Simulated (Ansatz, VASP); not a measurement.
Mg8HO8: VASP beside Ansatz

```
Mg O H
1.0
     0.00000    3.85100    3.85100
     3.85100    0.00000    3.85100
     3.85100    3.85100    0.00000
Mg O H
8 8 1
Direct
  0.00083 0.99784 0.00025
  0.00208 0.99984 0.49863
  0.00084 0.50147 0.00025
  0.00085 0.50148 0.49658
  0.49921 0.99984 0.00150
  0.49921 0.99984 0.49863
  0.49718 0.50147 0.00026
  0.49921 0.50271 0.49863
  0.24988 0.25071 0.24929
  0.26476 0.24562 0.74440
  0.24987 0.75051 0.24929
  0.24987 0.75051 0.74950
  0.74498 0.24562 0.26417
  0.74498 0.24562 0.74440
  0.75008 0.75051 0.24929
  0.74498 0.76539 0.74440
  0.87492 0.37560 0.87430
```

Alike in both runs: functional PBE; dispersion D3(BJ); k mesh 3 × 3 × 3; occupations gaussian, width 0.05 eV; collinear spin.

Ansatz relaxed the structure, and its values are those at the end. VASP's run is a single point on that final structure, the one shown.

|  | VASP | Ansatz |
| --- | --- | --- |
| version | VASP 6.6.1 | Ansatz 0.2.0 |
| potentials or method | VASP PAW PBE potentials, release 64 (Mg, O, H), cutoff 520 eV | scalar-relativistic, plane waves, PAW |
| valence electrons in the cell | 65 | 129 |

```tsv
	VASP	Ansatz	Ansatz less VASP
rms of the force components (eV/Å)	0.009	0.007	-0.0018
net moment per atom (μB)	0.05	0.05	0.000
size of the moment on the site where the two differ most (μB)	0.30	0.40	+0.096
```

Site moments also hang on the region over which each program counts them. VASP's potentials hold 65 valence electrons a cell and Ansatz's 129, so a difference there can come from the potentials and not from the codes.

The k mesh is coarse, so the values compare programs but aren't converged.
